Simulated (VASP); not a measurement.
Set up this calculation in VASP 6.6.1, as the native input.

```yaml
Task: single point
Functional: LDA
Potentials_or_basis: VASP PAW LDA potentials, release 64 (C, O, H)
Cutoff: 520 eV
k_mesh: 1 × 1 × 1
Occupations: fermi-dirac, width 0.05 eV
Spin: no spin polarisation
Dipole_correction: no
Further_INCAR_settings: LREAL = Auto; ALGO = Normal; EDIFF = 1e-07; NBANDS = 101
```

The structure of H12C11O16 lies in POSCAR:

```
H12C11O16
1.0
    8.8620950000      0.0000000000      0.0000000000
    0.0000000000      8.8620950000      0.0000000000
    0.0000000000      0.0000000000      8.8620950000
C O H
11 16 12
Direct
    0.1198136558      0.4756888749      0.1869084003
   -0.0255808587      0.8411216535      0.7487055826
    0.4763659157     -0.0146805016      0.4120357545
    0.3573308569      0.5605333728      0.8448566620
    0.3951097342      0.2288849307      0.8649083541
    0.3006174048      0.8602254884      0.1170603565
    0.6762396476      0.6428502515      0.2720688505
    0.7515604380      0.1110911133      0.5232284240
    0.8978238216      0.4058972512      0.9328042636
    0.9700189402      0.0611819214      0.2353168184
    0.0293384352      0.3474234930      0.5866897161
    0.1431602798      0.5664574799      0.0861308754
    0.0840433329      0.3978630335      0.2875730851
    0.0993444552      0.8432994681      0.7996754718
   -0.1424832390      0.8466056841      0.7036823686
    0.4508189091     -0.1112829416      0.4946347337
    0.5032782880      0.0610690813      0.3120368265
    0.2787264185      0.4517554822      0.8514013899
    0.4323244109      0.6605887208      0.8591535072
    0.5214004138      0.2748898539      0.8699071721
    0.2914209338      0.1479559856      0.8556554630
    0.3033932721      0.7873871810      0.2336919205
    0.7590643070      0.5755185427      0.1926068272
    0.6632743161      0.1701177882      0.6049811021
    0.9438851649      0.3046232296      1.0015690421
    1.0459039313      0.0880491577      0.3449071580
   -0.0500671681      0.3829568516      0.6862937037
    0.3095204915      0.9853990507      0.1249365979
    0.2698007638      0.8064797319      0.0049311139
    0.7112200896      0.7373764330      0.3459452872
    0.5548123779      0.6297382278      0.2816151260
    0.8003525126      0.1869873884      0.4153983906
    0.8089960670     -0.0064431717      0.5474213490
    0.9706395610      0.5114140618      0.9110486854
    0.8000365602      0.4051412223      0.8541885412
    0.8455449868      0.0906896168      0.2257479749
    1.0286732426      0.0129878996      0.1357579669
    0.0117805101      0.2448518099      0.5052191384
    0.1392785792      0.3934397002      0.5596757877
```

These files were run (other wordings do the same):

INCAR

```
SYSTEM = H12C11O16
ALGO = Normal
EDIFF = 1E-7
ENCUT = 520
ISIF = 2
ISMEAR = -1
LASPH = .True.
LCHARG = .False.
LREAL = Auto
LWAVE = .False.
NBANDS = 101
NELM = 60
PREC = Accurate
SIGMA = 0.05
```

KPOINTS

```
k-points
0
Gamma
  1 1 1
  0 0 0
```

Potentials or basis: VASP PAW LDA potentials, release 64 (C, O, H).

Command:

```console
$ cat potpaw_LDA.64/C/POTCAR potpaw_LDA.64/O/POTCAR potpaw_LDA.64/H/POTCAR > POTCAR
$ mpirun -np 1 vasp_gam > vasp.out
```

It gave:

```json
{
  "Pressure": "1.7 GPa",
  "Largest force": "9.150 eV/Å",
  "Band gap on the k mesh": "2.29 eV"
}
```

Caveat: the k points lie up to 0.71 Å⁻¹ apart; the atoms stand as in a frame of molecular dynamics.

Wall time 4 min on 1 thread of Intel Xeon 8259CL, with other jobs on the host, peak memory 0.47 GiB.
